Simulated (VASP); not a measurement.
# Ni3Ge (Pm-3m) in VASP: notebook

Ni3Ge is run at these levels: LDA; tasks: single point.

All numbers are computed with VASP 6.6.1; they aren't measurements. Logs are shortened: lines on timing, memory, paths and dates and some standing lists are left out, and cuts for length are marked.

## Step 1: The cell of the first run

The structure is cubic, space group Pm-3m (No. 221). The conventional cell has a = 3.530 Å, b = 3.530 Å, c = 3.530 Å, α = 90.00°, β = 90.00°, γ = 90.00°. Within 3.3 Å of Ni (site symmetry 4/mmm) lie 8 Ni at 2.50 Å and 4 Ge at 2.50 Å. Ni (site symmetry 4/mmm) has 8 Ni at 2.50 Å and 4 Ge at 2.50 Å within 3.3 Å. Within 3.3 Å of Ge (site symmetry m-3m) lie 12 Ni at 2.50 Å.

## Step 2: Single point, LDA

File INCAR:

```
SYSTEM = Ni3Ge
ALGO = Normal
EDIFF = 1E-6
ENCUT = 600
GGA_COMPAT = .False.
ISIF = 2
ISMEAR = 1
LASPH = .True.
LCHARG = .False.
LREAL = .False.
LWAVE = .False.
NBANDS = 54
NELM = 120
PREC = Accurate
SIGMA = 0.1
```

File KPOINTS:

```
k-points
0
Gamma
  2 5 5
  0 0 0
```

File POSCAR:

```
Ni3Ge
1.0
    7.0606680000      0.0000000000      0.0000000000
    0.0000000000      3.5303340000      0.0000000000
    0.0000000000      0.0000000000      3.5303340000
Ni Ge
6 2
Direct
    0.2500000000      0.0000000000      0.5000000000
    0.0000000000      0.5000000000      0.5000000000
    0.2500000000      0.5000000000      0.0000000000
    0.7500000000      0.0000000000      0.5000000000
    0.5000000000      0.5000000000      0.5000000000
    0.7500000000      0.5000000000      0.0000000000
    0.0000000000      0.0000000000      0.0000000000
    0.5000000000      0.0000000000      0.0000000000
```

Potentials or basis: VASP PAW LDA potentials, release 64 (Ni, Ge_d).

Launch:

```sh
> cat potpaw_LDA.64/Ni/POTCAR potpaw_LDA.64/Ge_d/POTCAR > POTCAR
> mpirun -np 1 vasp_std > vasp.out
```

OUTCAR:

```text
SYSTEM = Ni3Ge
   EDIFF = 1E-6
   ENCUT = 600
   ISIF = 2
   ISMEAR = 1
   LASPH = .True.
   LREAL = .False.
   NELM = 120
   PREC = Accurate

 ion  position               nearest neighbor table
   1  0.250  0.000  0.500-   2 2.50   3 2.50   5 2.50   7 2.50   8 2.50   3 2.50   7 2.50   8 2.50
                             2 2.50   3 2.50   5 2.50   3 2.50
   2  0.000  0.500  0.500-   1 2.50   3 2.50   4 2.50   6 2.50   7 2.50   3 2.50   6 2.50   7 2.50
                             1 2.50   4 2.50   7 2.50   7 2.50
   3  0.250  0.500  0.000-   1 2.50   2 2.50   5 2.50   7 2.50   8 2.50   1 2.50   2 2.50   5 2.50
                             1 2.50   7 2.50   8 2.50   1 2.50
   4  0.750  0.000  0.500-   2 2.50   5 2.50   6 2.50   7 2.50   8 2.50   6 2.50   7 2.50   8 2.50
                             2 2.50   5 2.50   6 2.50   6 2.50
   5  0.500  0.500  0.500-   1 2.50   3 2.50   4 2.50   6 2.50   8 2.50   3 2.50   6 2.50   8 2.50
                             1 2.50   4 2.50   8 2.50   8 2.50
   6  0.750  0.500  0.000-   2 2.50   4 2.50   5 2.50   7 2.50   8 2.50   2 2.50   4 2.50   5 2.50
                             4 2.50   7 2.50   8 2.50   4 2.50
   7  0.000  0.000  0.000-   1 2.50   2 2.50   3 2.50   4 2.50   6 2.50   1 2.50   2 2.50   4 2.50
                             2 2.50   3 2.50   6 2.50   2 2.50
   8  0.500  0.000  0.000-   1 2.50   3 2.50   4 2.50   5 2.50   6 2.50   1 2.50   4 2.50   5 2.50
                             3 2.50   5 2.50   6 2.50   5 2.50

  LATTYP: Found a simple tetragonal cell.
 ALAT       =     3.5303340000
 C/A-ratio  =     2.0000000000

  Lattice vectors:

 A1 = (   0.0000000000,   3.5303340000,   0.0000000000)
 A2 = (   0.0000000000,   0.0000000000,   3.5303340000)
 A3 = (   7.0606680000,   0.0000000000,   0.0000000000)

Analysis of symmetry for initial positions (statically):
=====================================================================
 Subroutine PRICEL returns following result:

  LATTYP: Found a simple cubic cell.
 ALAT       =     3.5303340000

  Lattice vectors:

 A1 = (   3.5303340000,   0.0000000000,   0.0000000000)
 A2 = (   0.0000000000,   3.5303340000,   0.0000000000)
 A3 = (   0.0000000000,   0.0000000000,   3.5303340000)

   2 primitive cells build up your supercell.

 Routine SETGRP: Setting up the symmetry group for a
 simple tetragonal supercell.

 Subroutine GETGRP returns: Found 16 space group operations
 (whereof 16 operations were pure point group operations)
 out of a pool of 16 trial point group operations.

The static configuration has the point symmetry D_4h.

Analysis of symmetry for dynamics (positions and initial velocities):
=====================================================================
 Subroutine PRICEL returns following result:

[... 119 lines left out ...]
   PSTRESS=    0.0 pullay stress
   NELECT =      88.0000    total number of electrons
   NUPDOWN=      -1.0000    fix difference up-down
   EMIN   =  10.00;   EMAX   =-10.00  energy-range for DOS
   EFERMI =   0.00;   METHOD = LEGACY
   ISMEAR =     1;   SIGMA  =   0.10  broadening in eV -4-tet -1-fermi 0-gaus
   EFERMI_NEDOS =   21; number of points for ismear=-14 and -15
   IALGO  =     38    algorithm
   IMIX   =      4    mixing-type and parameters
     AMIX     =   0.40;   BMIX     =  1.00
     AMIX_MAG =   1.60;   BMIX_MAG =  1.00
  volume/ion in A,a.u.               =      11.00        74.23
  Fermi-wavevector in a.u.,A,eV,Ry     =   1.637105  3.093680 36.465158  2.680114
  Thomas-Fermi vector in A             =   2.728300
   LORBIT       =      0    0 simple, 1 ext, 2 COOP (PROOUT), +10 PAW based schemes
   GGA     = CA    functional components
   LHFCALC =     F    Hartree Fock is set to
   AEXX    =    0.0000 exact exchange contribution
   IVDW    =     0    specifies the selected vdW correction
   LEPSILON=     F    determine dielectric tensor
   LRPA    =     F    only Hartree local field effects (RPA)
 non-spin polarized calculation
 Methfessel and Paxton  Order N= 1 SIGMA  =   0.10
  energy-cutoff  :      600.00
  volume of cell :       88.00
 maximum number of plane-waves:      2952
   NGX = 29   NGY = 15   NGZ = 15

 number of electron      87.9999944 magnetization

 Free energy of the ion-electron system (eV)
  ---------------------------------------------------
  ext. energy  EPLUGINS =         0.00000000
  ---------------------------------------------------
  free energy    TOTEN  =       -52.75470532 eV

  energy without entropy =      -52.75045372  energy(sigma->0) =      -52.75328812

 E-fermi :  10.0462     XC(G=0): -13.8235

 val. band max:        9.9820153523   @ k =   0.0000   0.4000   0.4000
 cond. band min:      10.0699302409   @ k =   0.0000   0.0000   0.0000
 fundamental gap:      0.0879148887
 Fermi energy:        10.0461743990

 k-point     1 :       0.0000    0.0000    0.0000
  band No.  band energies     occupation
      1     -14.6688      2.00000
      2     -14.6673      2.00000
      3     -14.6643      2.00000
      4     -14.6547      2.00000
      5     -14.6542      2.00000
      6     -14.6542      2.00000
[... 673 lines left out ...]
     53      15.6590      0.00000
     54      15.6590      0.00000

------------------------ aborting loop because EDIFF is reached ----------------------------------------

  FORCE on cell =-STRESS in cart. coord.  units (eV):
  Direction    XX          YY          ZZ          XY          YZ          ZX
  --------------------------------------------------------------------------------------
  -------------------------------------------------------------------------------------
  Total       -4.2557661     -4.1731731     -4.1731731      0.0000000      0.0000000      0.0000000
  in kB      -77.4838079    -75.9800537    -75.9800537      0.0000000      0.0000000      0.0000000
  external PRESSURE =     -76.4813051 kB  Pullay stress =       0.0000000 kB

 VOLUME and BASIS-vectors are now :
 -----------------------------------------------------------------------------
  energy-cutoff  :      600.00
  volume of cell :       88.00
      direct lattice vectors                 reciprocal lattice vectors
     7.060668000  0.000000000  0.000000000     0.141629659  0.000000000  0.000000000
     0.000000000  3.530334000  0.000000000     0.000000000  0.283259318  0.000000000
     0.000000000  0.000000000  3.530334000     0.000000000  0.000000000  0.283259318

 POSITION                                       TOTAL-FORCE (eV/Angst)
 -----------------------------------------------------------------------------------
      1.76517      0.00000      1.76517        -0.000000     -0.000000      0.000000
      0.00000      1.76517      1.76517        -0.000000     -0.000000      0.000000
      1.76517      1.76517      0.00000         0.000000     -0.000000      0.000000
      5.29550      0.00000      1.76517         0.000000     -0.000000     -0.000000
      3.53033      1.76517      1.76517        -0.000000      0.000000      0.000000
      5.29550      1.76517      0.00000         0.000000      0.000000     -0.000000
      0.00000      0.00000      0.00000        -0.000000     -0.000000      0.000000
      3.53033      0.00000      0.00000        -0.000000      0.000000      0.000000
 -----------------------------------------------------------------------------------
    total drift:                                0.000000     -0.000000      0.000000

  FREE ENERGIE OF THE ION-ELECTRON SYSTEM (eV)
  ---------------------------------------------------
  free  energy   TOTEN  =       -52.7547053167 eV

  energy  without entropy=      -52.7504537173  energy(sigma->0) =      -52.75328812
```

OSZICAR:

```text
N       E                     dE             d eps       ncg     rms          rms(c)
DAV:   1     0.901154220530E+03    0.90115E+03   -0.41048E+04  1444   0.405E+03
DAV:   2     0.110409183224E+03   -0.79075E+03   -0.75828E+03  1296   0.859E+02
DAV:   3    -0.486133815149E+02   -0.15902E+03   -0.15150E+03  1302   0.267E+02
DAV:   4    -0.588517307764E+02   -0.10238E+02   -0.10167E+02  1436   0.775E+01
DAV:   5    -0.590578095037E+02   -0.20608E+00   -0.20602E+00  1412   0.111E+01    0.250E+01
DAV:   6    -0.578444907867E+02    0.12133E+01   -0.72803E+01  1554   0.868E+01    0.202E+01
DAV:   7    -0.529458067505E+02    0.48987E+01   -0.25548E+01  1390   0.525E+01    0.539E+00
DAV:   8    -0.530820168947E+02   -0.13621E+00   -0.20427E+00  1770   0.211E+01    0.628E+00
DAV:   9    -0.527708844766E+02    0.31113E+00   -0.68268E-01  1446   0.188E+01    0.127E+00
DAV:  10    -0.527579848722E+02    0.12900E-01   -0.13539E-01  1446   0.331E+00    0.425E-01
DAV:  11    -0.527552629895E+02    0.27219E-02   -0.78374E-03  1560   0.887E-01    0.240E-01
DAV:  12    -0.527547222039E+02    0.54079E-03   -0.19499E-03  1544   0.660E-01    0.111E-01
DAV:  13    -0.527547691444E+02   -0.46940E-04   -0.69944E-04  1580   0.425E-01    0.971E-02
DAV:  14    -0.527547121300E+02    0.57014E-04   -0.12085E-04  1418   0.194E-01    0.287E-02
DAV:  15    -0.527547059513E+02    0.61788E-05   -0.22992E-05  1604   0.465E-02    0.119E-02
DAV:  16    -0.527547053167E+02    0.63459E-06   -0.52477E-06  1204   0.187E-02
   1 F= -.52754705E+02 E0= -.52753288E+02  d E =-.425160E-02
```

It took 2.1 min on 1 thread of Oxide Virtual Turin-like, shared host; peak memory 0.17 GiB.

What came out:

- Free energy: -52.7547 eV
- Pressure: -7.6 GPa
- Band gap on the k mesh: zero (bands 44 and 45 overlap by 0.09 eV)

Caveat: the k points lie up to 0.44 Å⁻¹ apart. Spin polarisation is off, so any magnetic state and its effect on volume and gap are missing.

## Step 3: Single point, LDA, collinear spin, ferromagnetic start

File INCAR:

```
PREC = Accurate
ENCUT = 600
EDIFF = 1E-6
ISMEAR = 1
SIGMA = 0.1
LREAL = False
LASPH = True
NELM = 200
ALGO = Normal
ISIF = 2
LWAVE = False
LCHARG = True
ISPIN = 2
MAGMOM = 1.2 1.2 1.2 1.2 1.2 1.2 0 0
LORBIT = 11
LMAXMIX = 4
LELF = True
LVHAR = True
NBANDS = 58
GGA_COMPAT = False
```

File KPOINTS:

```
Automatic mesh
0
Gamma
  2 5 5
```

POSCAR is that of step 2.

Potentials or basis: VASP PAW LDA potentials, release 64 (Ni, Ge_d).

Launch:

```sh
> cat potpaw_LDA.64/Ni/POTCAR potpaw_LDA.64/Ge_d/POTCAR > POTCAR
> mpirun -np 1 vasp_std > vasp.out
```

It took 4.3 min on 1 thread of Oxide Virtual Turin-like, shared host; peak memory 0.21 GiB.

It converged, with:

```
Free energy                                           : -52.7547 eV
Pressure                                              : -7.5 GPa
Band gap on the k mesh                                : zero (filled and empty bands overlap)
Net moment                                            : 0.00 μB per cell
Valence electrons inside the program's atomic spheres : Ni 9.46; Ge 12.49
```

Stress tensor (GPa, compression positive):
```
-7.58  0.00  0.00
 0.00 -7.43  0.00
 0.00  0.00 -7.43
```

Levels at points of the mesh, in eV from the Fermi level:
Spin up:
| k point | band 42 | band 43 | band 44 | band 45 | band 46 | band 47 |
| --- | --- | --- | --- | --- | --- | --- |
| (0.00, 0.00, 0.00) | -0.27 | 0.02 | 0.02 | 0.02 | 0.02 | 3.65 |
| (0.50, 0.00, 0.00) | -0.50 | 0.02 | 0.02 | 1.46 | 1.46 | 1.46 |
Spin down:
```
           k point  band 41  band 42  band 43  band 44  band 45  band 46  band 47  band 48
(0.00, 0.00, 0.00)    -0.52    -0.27     0.02     0.03     0.03     0.03     3.65     3.65
(0.50, 0.00, 0.00)    -0.50    -0.50     0.02     0.02     1.46     1.46     1.46     1.46
```

Caveat: the k points lie up to 0.44 Å⁻¹ apart; the moments typed at the start vanished in this run.

## Step 4: Single point, LDA, collinear spin, antiferromagnetic start

File INCAR:

```
PREC     = Accurate       # precision mode
ENCUT    = 600            # plane-wave cutoff, eV
EDIFF    = 1E-6           # SCF threshold, eV
ISMEAR   = 1              # smearing method
SIGMA    = 0.1            # smearing width, eV
LREAL    = False          # projectors in reciprocal space
LASPH    = True           # aspherical terms in the spheres
NELM     = 200            # most SCF steps
ALGO     = Normal         # electronic algorithm
ISIF     = 2              # what is computed and relaxed
LWAVE    = False          # write WAVECAR
LCHARG   = False          # write CHGCAR
ISPIN    = 2              # spin polarisation
MAGMOM   = 1.2 1.2 1.2 -1.2 -1.2 -1.2 0 0 # initial moments
LORBIT   = 11             # projections on sites
LMAXMIX  = 4              # l up to which the mixer works
NBANDS   = 58             # bands
GGA_COMPAT= False
```

File KPOINTS:

```
regular mesh
0
Gamma
  2 5 5
```

POSCAR is that of step 3.

Launch:

```sh
> cat potpaw_LDA.64/Ni/POTCAR potpaw_LDA.64/Ge_d/POTCAR > POTCAR
> mpirun -np 1 vasp_std > vasp.out
```

Run time: 5.1 min. Hardware: 1 thread of Oxide Virtual Turin-like, shared host; peak memory 0.21 GiB.

The run converged. Its results:

```yaml
Free_energy: -52.7547 eV
Pressure: -7.5 GPa
Band_gap_on_the_k_mesh: zero (filled and empty bands overlap)
Net_moment: 0.00 μB per cell
Valence_electrons_inside_the_program's_atomic_spheres: Ni 9.46; Ge 12.49
```

Stress tensor (GPa, compression positive):
```
-7.62  0.00  0.00
 0.00 -7.47  0.00
 0.00  0.00 -7.47
```

Levels at points of the mesh, in eV from the Fermi level:
Spin up:
| k point | band 42 | band 43 | band 44 | band 45 | band 46 | band 47 |
| --- | --- | --- | --- | --- | --- | --- |
| (0.00, 0.00, 0.00) | -0.27 | 0.02 | 0.02 | 0.02 | 0.03 | 3.65 |
| (0.50, 0.00, 0.00) | -0.50 | 0.02 | 0.02 | 1.46 | 1.46 | 1.46 |
Spin down:
| k point | band 42 | band 43 | band 44 | band 45 | band 46 | band 47 |
| --- | --- | --- | --- | --- | --- | --- |
| (0.00, 0.00, 0.00) | -0.27 | 0.02 | 0.02 | 0.02 | 0.03 | 3.65 |
| (0.50, 0.00, 0.00) | -0.50 | 0.02 | 0.02 | 1.46 | 1.46 | 1.46 |

Caveat: the k points lie up to 0.44 Å⁻¹ apart; the moments typed at the start vanished in this run.

## Step 5: Single point, LDA, collinear spin, antiferromagnetic start

File INCAR:

```
  PREC = Accurate
  ENCUT = 600
  EDIFF = 1E-6
  ISMEAR = 1
  SIGMA = 0.1
  LREAL = F
  LASPH = T
  NELM = 200
  ALGO = Normal
  ISIF = 2
  LWAVE = F
  LCHARG = F
  ISPIN = 2
  MAGMOM = 1.2 -1.2 1.2 -1.2 1.2 -1.2 0 0
  LORBIT = 11
  LMAXMIX = 4
  GGA = CA
  NBANDS = 58
  GGA_COMPAT = F
```

File KPOINTS:

```
Automatic mesh
0
Gamma
  2 5 5
```

POSCAR is that of step 4.

Launch:

```sh
> cat potpaw_LDA.64/Ni/POTCAR potpaw_LDA.64/Ge_d/POTCAR > POTCAR
> mpirun -np 1 vasp_std > vasp.out
```

Wall time 3.9 min (1 thread of Oxide Virtual Turin-like, shared host); peak memory 0.21 GiB.

It converged, with:

```
Free energy                                           : -52.7547 eV
Pressure                                              : -7.5 GPa
Band gap on the k mesh                                : zero (filled and empty bands overlap)
Net moment                                            : 0.00 μB per cell
Valence electrons inside the program's atomic spheres : Ni 9.46; Ge 12.49
```

Stress tensor (GPa, compression positive):
```
-7.62  0.00  0.00
 0.00 -7.47  0.00
 0.00  0.00 -7.47
```

Levels at points of the mesh, in eV from the Fermi level:
Spin up:
| k point | band 41 | band 42 | band 43 | band 44 | band 45 | band 46 | band 47 | band 48 |
| --- | --- | --- | --- | --- | --- | --- | --- | --- |
| (0.00, 0.00, 0.00) | -0.52 | -0.27 | 0.02 | 0.02 | 0.02 | 0.03 | 3.65 | 3.65 |
| (0.50, 0.00, 0.00) | -0.50 | -0.50 | 0.02 | 0.02 | 1.46 | 1.46 | 1.46 | 1.46 |
Spin down:
```csv
k point,band 40,band 41,band 42,band 43,band 44,band 45,band 46,band 47,band 48,band 49
"(0.00, 0.00, 0.00)",-0.57,-0.52,-0.27,0.02,0.02,0.02,0.03,3.65,3.65,3.93
"(0.50, 0.00, 0.00)",-0.64,-0.50,-0.50,0.02,0.02,1.46,1.46,1.46,1.46,4.73
```

Caveat: the k points lie up to 0.44 Å⁻¹ apart; the moments typed at the start vanished in this run.

## Step 6: Summary

| spin | gap on the mesh (eV) | pressure (GPa) | moment (μB) |
| --- | --- | --- | --- |
| off | none | -7.6 | - |
| collinear, ferromagnetic start | none | -7.5 | 0.00 |
| collinear, antiferromagnetic start | none | -7.5 | 0.00 |

Alike in all rows: task single point; level LDA; potentials or basis VASP PAW LDA potentials, release 64 (Ni, Ge_d); cell as given; k mesh 2 × 5 × 5; cutoff (eV) 600; smearing methfessel-paxton 0.1 eV.

Caveats: all runs use coarse meshes; the moments typed at the start vanished in this run (at least some runs).

Total energies depend on the potentials used, so only differences within one code and one set of settings carry meaning.

The gap in the log of VASP goes by the Fermi energy; the results here count the filled bands.